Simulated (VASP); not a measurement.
Wanted: the native input for a VASP 6.6.1 run.

- Task: single point
- Functional: r2SCAN50
- Potentials or basis: VASP PAW PBE potentials, release 64 (W_sv, Au)
- Cutoff: 520 eV
- k mesh: 4 × 4 × 4
- Occupations: fermi-dirac, width 0.05 eV
- Spin: no spin polarisation
- Dipole correction: no
- Grid for exact exchange (PRECFOCK): Normal
- Further INCAR settings: ALGO = Normal; EDIFF = 1e-06; NBANDS = 20
- Share of exact exchange: 0.5

The system is WAu.

```
CELL_PARAMETERS angstrom
0.00000 2.74798 2.74798
2.74798 0.00000 2.74798
2.74798 2.74798 0.00000
ATOMIC_POSITIONS crystal
W 0.00000 0.00000 0.00000
Au 0.75000 0.75000 0.75000
```

These files were run (other wordings do the same):

POSCAR

```
WAu
1.0
    0.0000000000      2.7479792600      2.7479792600
    2.7479792600      0.0000000000      2.7479792600
    2.7479792600      2.7479792600      0.0000000000
W Au
1 1
Direct
    0.0000000000      0.0000000000      0.0000000000
    0.7500000000      0.7500000000      0.7500000000
```

INCAR.step1

```
SYSTEM = WAu
PREC     = Accurate       ! precision mode
ENCUT    = 520            ! plane-wave cutoff, eV
EDIFF    = 1E-5           ! SCF threshold, eV
ISMEAR   = -1             ! smearing method
SIGMA    = 0.05           ! smearing width, eV
LREAL    = .False.        ! projectors in reciprocal space
LASPH    = .True.         ! aspherical terms in the spheres
NELM     = 80             ! most SCF steps
ALGO     = Normal         ! electronic algorithm
ISIF     = 2              ! what is computed and relaxed
LWAVE    = .True.         ! write WAVECAR
LCHARG   = .False.        ! write CHGCAR
GGA      = PE             ! functional
NBANDS   = 20             ! bands
```

INCAR.step2

```
SYSTEM = WAu
PREC     = Accurate       ! precision mode
ENCUT    = 520            ! plane-wave cutoff, eV
EDIFF    = 1E-6           ! SCF threshold, eV
ISMEAR   = -1             ! smearing method
SIGMA    = 0.05           ! smearing width, eV
LREAL    = .False.        ! projectors in reciprocal space
LASPH    = .True.         ! aspherical terms in the spheres
NELM     = 80             ! most SCF steps
ALGO     = Normal         ! electronic algorithm
ISIF     = 2              ! what is computed and relaxed
LWAVE    = .False.        ! write WAVECAR
LCHARG   = .False.        ! write CHGCAR
METAGGA  = R2SCAN         ! meta-GGA
LHFCALC  = .True.         ! exact exchange
AEXX     = 0.5            ! exact-exchange fraction
LMIXTAU  = .True.       
PRECFOCK = Normal       
ISTART   = 1            
NBANDS   = 20             ! bands
```

KPOINTS

```
Automatic mesh
0
Gamma
  4 4 4
  0 0 0
```

Potentials or basis: VASP PAW PBE potentials, release 64 (W_sv, Au).

Run with:

```sh
$ cat potpaw_PBE.64/W_sv/POTCAR potpaw_PBE.64/Au/POTCAR > POTCAR
$ cp INCAR.step1 INCAR
$ mpirun -np 1 vasp_std > vasp.out
$ cp INCAR.step2 INCAR
$ mpirun -np 1 vasp_std > vasp.out
```

Results of the run:

```json
{
  "Pressure": "23.2 GPa",
  "Band gap on the k mesh": "zero (an odd number of electrons rules out a gap without spin polarisation)"
}
```

Caveat: the k points lie up to 0.50 Å⁻¹ apart, too coarse for converged energies and pressures of a metal; the PAW data sets were made with another functional, which shifts forces and pressure a little; spin-orbit coupling is left out, which moves the levels of the heavy elements.

It took 35 min on 1 thread of Intel Xeon 8259CL (shared host), peak memory 0.21 GiB.
